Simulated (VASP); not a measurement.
# Mg2As (Immm) in VASP: further runs

Runs on Mg2As. Level: PBE. Tasks: single point.

All numbers are computed with VASP 6.6.1; they aren't measurements. Logs are shortened: lines on timing, memory, paths and dates and some standing lists are left out, and cuts for length are marked.

**1. The cell of the first run**

The structure is orthorhombic, space group Immm (No. 71). The conventional cell has a = 3.860 Å, b = 5.646 Å, c = 11.988 Å, α = 90.00°, β = 90.00°, γ = 90.00°. Within 3.6 Å of As (site symmetry mm2) lie 8 Mg at 2.71 to 2.94 Å and 1 As at 3.45 Å. Mg (site symmetry mm2) has 4 As at 2.71 to 2.89 Å and 8 Mg at 3.37 to 3.65 Å within 3.7 Å. Mg (site symmetry m2m) has 6 Mg at 2.77 to 3.37 Å and 4 As at 2.94 Å within 3.6 Å.

**2. Single point, PBE**

Contents of INCAR:

```
SYSTEM = Mg2As
  PREC = Accurate
  ENCUT = 520
  EDIFF = 1E-7
  ISMEAR = -1
  SIGMA = 0.05
  LREAL = .False.
  LASPH = .True.
  NELM = 100
  ALGO = Fast
  ISIF = 2
  LWAVE = .False.
  LCHARG = .True.
  GGA = PE
  LELF = .True.
  LVHAR = .True.
  NBANDS = 18
```

Contents of KPOINTS:

```
Automatic mesh
0
Gamma
  8 8 8
  0 0 0
```

Contents of POSCAR:

```
Mg2As
1.0
   -1.9299604760      2.8231861307      5.9941604076
    1.9299604760     -2.8231861307      5.9941604076
    1.9299604760      2.8231861307     -5.9941604076
As Mg
2 4
Direct
    0.3559950000      0.8559950000      0.5000000000
    0.6440050000      0.1440050000      0.5000000000
    0.1972320000      0.1972320000      0.0000000000
    0.2550410000      0.5000000000      0.7550410000
    0.7449590000      0.5000000000      0.2449590000
    0.8027680000      0.8027680000      0.0000000000
```

Potentials or basis: VASP PAW PBE potentials, release 64 (As, Mg).

The run is started by

```console
> cat potpaw_PBE.64/As/POTCAR potpaw_PBE.64/Mg/POTCAR > POTCAR
> mpirun -np 1 vasp_std > vasp.out
```

OUTCAR:

```text
SYSTEM = Mg2As
   PREC = Accurate
   ENCUT = 520
   EDIFF = 1E-7
   ISMEAR = -1
   LREAL = .False.
   LASPH = .True.
   NELM = 100
   ISIF = 2
   GGA = PE

 ion  position               nearest neighbor table
   1  0.356  0.856  0.500-   3 2.71   3 2.71   6 2.89   6 2.89   4 2.94   5 2.94   5 2.94   4 2.94

   2  0.644  0.144  0.500-   6 2.71   6 2.71   3 2.89   3 2.89   4 2.94   5 2.94   4 2.94   5 2.94

   3  0.197  0.197  0.000-   1 2.71   1 2.71   2 2.89   2 2.89   4 3.37   4 3.37   5 3.37   5 3.37
                             6 3.65   6 3.65   6 3.65   6 3.65
   4  0.255  0.500  0.755-   5 2.77   5 2.88   2 2.94   1 2.94   2 2.94   1 2.94   3 3.37   3 3.37
                             6 3.37   6 3.37
   5  0.745  0.500  0.245-   4 2.77   4 2.88   1 2.94   2 2.94   1 2.94   2 2.94   6 3.37   3 3.37
                             6 3.37   3 3.37
   6  0.803  0.803  0.000-   2 2.71   2 2.71   1 2.89   1 2.89   4 3.37   5 3.37   5 3.37   4 3.37
                             3 3.65   3 3.65   3 3.65   3 3.65

  LATTYP: Found a body centered orthorhombic cell.
 ALAT       =     3.8599209520
 B/A-ratio  =     1.4628206980
 C/A-ratio  =     3.1058461985

  Lattice vectors:

 A1 = (  -1.9299604760,   2.8231861307,   5.9941604076)
 A2 = (   1.9299604760,  -2.8231861307,   5.9941604076)
 A3 = (   1.9299604760,   2.8231861307,  -5.9941604076)

Analysis of symmetry for initial positions (statically):
=====================================================================
 Subroutine PRICEL returns:
 Original cell was already a primitive cell.

 Routine SETGRP: Setting up the symmetry group for a
 body centered orthorhombic supercell.

 Subroutine GETGRP returns: Found  8 space group operations
 (whereof  8 operations were pure point group operations)
 out of a pool of  8 trial point group operations.

The static configuration has the point symmetry D_2h.

Analysis of symmetry for dynamics (positions and initial velocities):
=====================================================================
 Subroutine PRICEL returns:
 Original cell was already a primitive cell.

 Routine SETGRP: Setting up the symmetry group for a
 body centered orthorhombic supercell.

 Subroutine GETGRP returns: Found  8 space group operations
 (whereof  8 operations were pure point group operations)
 out of a pool of  8 trial point group operations.

The dynamic configuration has the point symmetry D_2h.

 Subroutine INISYM returns: Found  8 space group operations
 (whereof  8 operations are pure point group operations),
 and found     1 'primitive' translations

----------------------------------------------------------------------------------------

                                     Primitive cell

  volume of cell :     130.6400

  direct lattice vectors                    reciprocal lattice vectors
    -1.929960476  2.823186131  5.994160408     0.000000000  0.177104866  0.083414518
     1.929960476 -2.823186131  5.994160408     0.259072663  0.000000000  0.083414518
     1.929960476  2.823186131 -5.994160408     0.259072663  0.177104866  0.000000000

  length of vectors
     6.901093128  6.901093128  6.901093128     0.195765460  0.272170216  0.313822845

  position of ions in fractional coordinates (direct lattice)
     0.355995000  0.855995000  0.500000000
     0.644005000  0.144005000  0.500000000
     0.197232000  0.197232000  0.000000000
     0.255041000  0.500000000  0.755041000
     0.744959000  0.500000000  0.244959000
     0.802768000  0.802768000  0.000000000

  ion indices of the primitive-cell ions
   primitive index   ion index
                 1           1
                 2           2
                 3           3
                 4           4
                 5           5
                 6           6

----------------------------------------------------------------------------------------

 KPOINTS: Automatic mesh

Automatic generation of k-mesh.
 Grid dimensions read from file:
 generate k-points for:    8    8    8

 Generating k-lattice:

  Cartesian coordinates                     Fractional coordinates (reciprocal lattice)
     0.000000000  0.022138108  0.010426815     0.125000000  0.000000000  0.000000000
     0.032384083  0.000000000  0.010426815     0.000000000  0.125000000  0.000000000
     0.032384083  0.022138108  0.000000000     0.000000000  0.000000000  0.125000000

  Length of vectors
     0.024470682  0.034021277  0.039227856

  Shift w.r.t. Gamma in fractional coordinates (k-lattice)
     0.000000000  0.000000000  0.000000000

 Subroutine IBZKPT returns following result:
 ===========================================

 Found     95 irreducible k-points:

 Following reciprocal coordinates:
            Coordinates               Weight
  0.000000  0.000000  0.000000      1.000000
  0.125000  0.000000  0.000000      4.000000
  0.250000  0.000000  0.000000      4.000000
  0.375000  0.000000  0.000000      4.000000
  0.500000  0.000000  0.000000      2.000000
  0.000000  0.125000  0.000000      4.000000
[... 16 lines left out ...]
  0.125000  0.375000  0.000000      8.000000
  0.250000  0.375000  0.000000      8.000000
 [... further k-points ...]
   k-points           NKPTS =     95   k-points in BZ     NKDIM =     95   number of bands    NBANDS=     18
   number of dos      NEDOS =    301   number of ions     NIONS =      6
   total plane-waves  NPLWV = 157464
   dimension x,y,z NGX =    54 NGY =   54 NGZ =   54
   dimension x,y,z NGXF=   108 NGYF=  108 NGZF=  108
   ions per type =               2   4
   NGX,Y,Z   is equivalent  to a cutoff of  13.01, 13.01, 13.01 a.u.
   NGXF,Y,Z  is equivalent  to a cutoff of  26.02, 26.02, 26.02 a.u.
 SYSTEM =  Mg2As
   PREC   = accura    normal or accurate (medium, high low for compatibility)
   ISTART =      0    job   : 0-new  1-cont  2-samecut
   ICHARG =      2    charge: 1-file 2-atom 10-const
   ISPIN  =      1    spin polarized calculation?
   LNONCOLLINEAR =      F non collinear calculations
   LSORBIT =      F    spin-orbit coupling
   LASPH  =      T    aspherical Exc in radial PAW
   ENCUT  =  520.0 eV  38.22 Ry    6.18 a.u.  12.83 12.83 12.83*2*pi/ulx,y,z
   NELM   =    100;   NELMIN=  2; NELMDL= -5     # of ELM steps
   EDIFF  = 0.1E-06   stopping-criterion for ELM
   LREAL  =      F    real-space projection
   EDIFFG = 0.1E-05   stopping-criterion for IOM
   NSW    =      0    number of steps for IOM
   IBRION =     -1    ionic relax: 0-MD 1-quasi-New 2-CG
   NFREE  =      0    steps in history (QN), initial steepest desc. (CG)
   ISIF   =      2    stress and relaxation
   ISYM   =      2    0-nonsym 1-usesym 2-fastsym
   POTIM  = 0.5000    time-step for ionic-motion
   TEBEG  =    0.0;   TEEND  =   0.0 temperature during run
   PSTRESS=    0.0 pullay stress
   NELECT =      18.0000    total number of electrons
   NUPDOWN=      -1.0000    fix difference up-down
   EMIN   =  10.00;   EMAX   =-10.00  energy-range for DOS
   EFERMI =   0.00;   METHOD = LEGACY
   ISMEAR =    -1;   SIGMA  =   0.05  broadening in eV -4-tet -1-fermi 0-gaus
   EFERMI_NEDOS =   21; number of points for ismear=-14 and -15
   IALGO  =     68    algorithm
   IMIX   =      4    mixing-type and parameters
     AMIX     =   0.40;   BMIX     =  1.00
     AMIX_MAG =   1.60;   BMIX_MAG =  1.00
  volume/ion in A,a.u.               =      21.77       146.93
  Fermi-wavevector in a.u.,A,eV,Ry     =   0.845552  1.597861  9.727593  0.714958
  Thomas-Fermi vector in A             =   1.960758
   LORBIT       =      0    0 simple, 1 ext, 2 COOP (PROOUT), +10 PAW based schemes
   GGA     = PE    functional components
   LHFCALC =     F    Hartree Fock is set to
   AEXX    =    0.0000 exact exchange contribution
   IVDW    =     0    specifies the selected vdW correction
   LEPSILON=     F    determine dielectric tensor
   LRPA    =     F    only Hartree local field effects (RPA)
 non-spin polarized calculation
 RMM-DIIS sequential band-by-band and
  energy-cutoff  :      520.00
  volume of cell :      130.64
 maximum number of plane-waves:      3544
 NGX is ok and might be reduce to    54
   NGX = 25   NGY = 25   NGZ = 25

 number of electron      18.0000000 magnetization

 Free energy of the ion-electron system (eV)
  ---------------------------------------------------
  ext. energy  EPLUGINS =         0.00000000
  ---------------------------------------------------
  free energy    TOTEN  =       -17.51317050 eV

  energy without entropy =      -17.50423318  energy(sigma->0) =      -17.50870184

 E-fermi :   3.4024     XC(G=0):  -9.0225

 val. band max:        3.3751296713   @ k =   0.5000  -0.1250   0.1250
 cond. band min:       3.4031097272   @ k =   0.5000   0.1250   0.0000
 fundamental gap:      0.0279800559
 Fermi energy:         3.4023580232

 k-point     1 :       0.0000    0.0000    0.0000
  band No.  band energies     occupation
      1      -8.0014      2.00000
      2      -6.6279      2.00000
      3      -1.3064      2.00000
      4      -0.0500      2.00000
      5       0.3247      2.00000
      6       0.4875      2.00000
[... 10 lines left out ...]
     17       9.8458      0.00000
     18      10.4462      0.00000

 k-point     2 :       0.1250    0.0000    0.0000
  band No.  band energies     occupation
      1      -7.9614      2.00000
      2      -6.6704      2.00000
      3      -1.2905      2.00000
      4      -0.5831      2.00000
      5      -0.1154      2.00000
      6       1.2593      2.00000
[... 10 lines left out ...]
     17       9.9654      0.00000
     18      10.1792      0.00000

 k-point     3 :       0.2500    0.0000    0.0000
  band No.  band energies     occupation
      1      -7.8518      2.00000
      2      -6.7848      2.00000
      3      -1.3869      2.00000
      4      -1.2570      2.00000
      5      -0.0542      2.00000
      6       1.9860      2.00000
[... 412 lines left out ...]
 k-point    23 :       0.1250    0.3750    0.0000
  band No.  band energies     occupation
      1      -7.1181      2.00000
      2      -6.4621      2.00000
      3      -1.3967      2.00000
      4      -0.5588      2.00000
      5      -0.0171      2.00000
      6       0.7879      2.00000
[... 10 lines left out ...]
     17       8.8768      0.00000
     18       9.5162      0.00000

 k-point    24 :       0.2500    0.3750    0.0000
  band No.  band energies     occupation
      1      -7.0380      2.00000
      2      -6.5133      2.00000
      3      -1.3649      2.00000
      4      -0.6056      2.00000
      5      -0.4561      2.00000
      6       0.8430      2.00000
[... 10 lines left out ...]
     17       8.7158      0.00000
     18       9.7832      0.00000

 [... further k-points ...]

------------------------ aborting loop because EDIFF is reached ----------------------------------------

  FORCE on cell =-STRESS in cart. coord.  units (eV):
  Direction    XX          YY          ZZ          XY          YZ          ZX
  --------------------------------------------------------------------------------------
  -------------------------------------------------------------------------------------
  Total       -1.0284592     -0.7960916     -1.1453207      0.0000000      0.0000000      0.0000000
  in kB      -12.6130862     -9.7633161    -14.0462826      0.0000000      0.0000000      0.0000000
  external PRESSURE =     -12.1408950 kB  Pullay stress =       0.0000000 kB

 VOLUME and BASIS-vectors are now :
 -----------------------------------------------------------------------------
  energy-cutoff  :      520.00
  volume of cell :      130.64
      direct lattice vectors                 reciprocal lattice vectors
    -1.929960476  2.823186131  5.994160408     0.000000000  0.177104866  0.083414518
     1.929960476 -2.823186131  5.994160408     0.259072663  0.000000000  0.083414518
     1.929960476  2.823186131 -5.994160408     0.259072663  0.177104866  0.000000000

 POSITION                                       TOTAL-FORCE (eV/Angst)
 -----------------------------------------------------------------------------------
      1.92996     -0.00000      4.26778         0.000000      0.000000      0.060374
      0.00000      2.82319      1.72638        -0.000000      0.000000     -0.060374
      0.00000      0.00000      2.36448         0.000000      0.000000      0.010937
      1.92996      1.44006      0.00000         0.000000     -0.061461      0.000000
      0.00000      1.38313      5.99416        -0.000000      0.061461     -0.000000
      0.00000      0.00000      9.62384         0.000000      0.000000     -0.010937
 -----------------------------------------------------------------------------------
    total drift:                                0.000000      0.000000     -0.000000

  FREE ENERGIE OF THE ION-ELECTRON SYSTEM (eV)
  ---------------------------------------------------
  free  energy   TOTEN  =       -17.5131704989 eV

  energy  without entropy=      -17.5042331786  energy(sigma->0) =      -17.50870184
```

Run time: 5.4 min. Hardware: 1 thread of Intel Xeon 6975P-C (Granite Rapids), shared host; peak memory 0.53 GiB.

Results:

```
Free energy            : -17.5132 eV
Pressure               : -1.2 GPa
Largest force          : 0.061 eV/Å
Band gap on the k mesh : zero (bands 9 and 10 overlap by 0.64 eV)
```

Forces in eV/Å, atoms in the order of the input:
```
As   0.000  0.000  0.060
As   0.000  0.000 -0.060
Mg   0.000  0.000  0.011
Mg   0.000 -0.061  0.000
Mg   0.000  0.061  0.000
Mg   0.000  0.000 -0.011
```

**3. Single point, PBE**

This run uses another cell than the first one, of 22.20 Å³/atom.

Contents of INCAR:

```
SYSTEM = Mg2As
PREC = Accurate ; ENCUT = 520
EDIFF = 1E-7 ; ISMEAR = -1
SIGMA = 0.05 ; LREAL = .False.
LASPH = .True. ; NELM = 60
ALGO = Fast ; ISIF = 2
LWAVE = .False. ; LCHARG = .False.
GGA = PE ; NBANDS = 18
```

Contents of KPOINTS:

```
regular mesh
0
Gamma
  8 8 8
  0 0 0
```

Edit POSCAR of step 2 so:

```diff
@@ -2,5 +2,5 @@
 1.0
-   -1.9299604760      2.8231861307      5.9941604076
-    1.9299604760     -2.8231861307      5.9941604076
-    1.9299604760      2.8231861307     -5.9941604076
+   -1.9424930380      2.8415190219      6.0330846178
+    1.9424930380     -2.8415190219      6.0330846178
+    1.9424930380      2.8415190219     -6.0330846178
 As Mg
```

Potentials or basis: VASP PAW PBE potentials, release 64 (As, Mg).

The run is started by

```console
> cat potpaw_PBE.64/As/POTCAR potpaw_PBE.64/Mg/POTCAR > POTCAR
> mpirun -np 1 vasp_std > vasp.out
```

Run time: 4.8 min. Hardware: 1 thread of Intel Xeon 6975P-C (Granite Rapids), shared host; peak memory 0.53 GiB.

The run converged. Its results:

| Item | Value |
| --- | --- |
| Free energy | -17.4867 eV |
| Pressure | -2.1 GPa |
| Largest force | 0.055 eV/Å |
| Band gap on the k mesh | zero (bands 9 and 10 overlap by 0.63 eV) |

Forces in eV/Å, atoms in the order of the input:
```
As   0.000  0.000  0.047
As   0.000  0.000 -0.047
Mg   0.000  0.000  0.055
Mg   0.000 -0.043  0.000
Mg   0.000  0.043  0.000
Mg   0.000  0.000 -0.055
```

Stress tensor (GPa, compression positive):
```
-2.15  0.00  0.00
 0.00 -1.90  0.00
 0.00  0.00 -2.21
```

Levels at points of the mesh, in eV from the Fermi level:
| k point | band 7 | band 8 | band 9 | band 10 | band 11 | band 12 |
| --- | --- | --- | --- | --- | --- | --- |
| (0.00, 0.00, 0.00) | -2.30 | -0.54 | -0.48 | 1.58 | 2.05 | 3.16 |
| (0.50, 0.00, 0.00) | -0.72 | -0.11 | -0.06 | 1.77 | 2.10 | 3.09 |
| (0.00, 0.50, 0.00) | -1.83 | -1.11 | -0.70 | -0.33 | 0.92 | 1.64 |
| (0.50, 0.50, 0.00) | -2.00 | -1.58 | -1.45 | 0.69 | 1.82 | 2.11 |
| (0.50, 0.50, 0.50) | -1.61 | -1.09 | 0.30 | 0.35 | 1.62 | 2.07 |

**4. Single point, PBE**

This run uses another cell than the first one, of 22.63 Å³/atom.

Contents of INCAR:

```
ALGO = Fast
EDIFF = 1E-7
ENCUT = 520
GGA = PE
ISIF = 2
ISMEAR = -1
LASPH = T
LCHARG = T
LELF = T
LREAL = F
LVHAR = T
LWAVE = F
NBANDS = 18
NELM = 100
PREC = Accurate
SIGMA = 0.05
```

Contents of KPOINTS:

```
k-points
0
Gamma
  8 8 8
```

Edit POSCAR of step 3 so:

```diff
@@ -2,5 +2,5 @@
 1.0
-   -1.9424930380      2.8415190219      6.0330846178
-    1.9424930380     -2.8415190219      6.0330846178
-    1.9424930380      2.8415190219     -6.0330846178
+   -1.9548659388      2.8596183571      6.0715129444
+    1.9548659388     -2.8596183571      6.0715129444
+    1.9548659388      2.8596183571     -6.0715129444
 As Mg
```

The run is started by

```console
> cat potpaw_PBE.64/As/POTCAR potpaw_PBE.64/Mg/POTCAR > POTCAR
> mpirun -np 1 vasp_std > vasp.out
```

It took 4.5 min on 1 thread of Intel Xeon 6975P-C (Granite Rapids), shared host; peak memory 0.53 GiB.

It converged, with:

| Item | Value |
| --- | --- |
| Free energy | -17.4470 eV |
| Pressure | -2.9 GPa |
| Largest force | 0.096 eV/Å |
| Band gap on the k mesh | zero (bands 9 and 10 overlap by 0.61 eV) |

Forces in eV/Å, atoms in the order of the input:
```
As   0.000  0.000  0.033
As   0.000  0.000 -0.033
Mg   0.000  0.000  0.096
Mg   0.000 -0.026  0.000
Mg   0.000  0.026  0.000
Mg   0.000  0.000 -0.096
```

Stress tensor (GPa, compression positive):
```
-2.94  0.00  0.00
 0.00 -2.74  0.00
 0.00  0.00 -2.93
```

Levels at points of the mesh, in eV from the Fermi level:
```csv
k point,band 6,band 7,band 8,band 9,band 10,band 11,band 12,band 13
"(0.00, 0.00, 0.00)",-2.81,-2.26,-0.53,-0.46,1.56,2.00,3.13,4.15
"(0.50, 0.00, 0.00)",-1.48,-0.71,-0.10,-0.05,1.72,2.06,3.03,3.37
"(0.00, 0.50, 0.00)",-2.40,-1.79,-1.08,-0.70,-0.32,0.90,1.63,1.92
"(0.50, 0.50, 0.00)",-3.22,-1.96,-1.57,-1.41,0.70,1.81,2.08,3.62
"(0.50, 0.50, 0.50)",-1.62,-1.57,-1.07,0.29,0.34,1.56,2.07,2.93
```

**5. Overview**

| cell | gap on the mesh (eV) | pressure (GPa) | largest force (eV/Å) |
| --- | --- | --- | --- |
| a = 6.901 Å, angles 147.5, 131.7, 59.4°, 6 atoms | none | -1.2 | 0.06 |
| a = 6.946 Å, angles 147.5, 131.7, 59.4°, 6 atoms | none | -2.1 | 0.05 |
| a = 6.990 Å, angles 147.5, 131.7, 59.4°, 6 atoms | none | -2.9 | 0.10 |

Alike in all rows: task single point; level PBE; potentials or basis VASP PAW PBE potentials, release 64 (As, Mg); no spin polarisation; k mesh 8 × 8 × 8; cutoff (eV) 520; smearing fermi-dirac 0.05 eV.

Total energies depend on the potentials used, so only differences within one code and one set of settings carry meaning.

The gap in the log of VASP goes by the Fermi energy; the results here count the filled bands.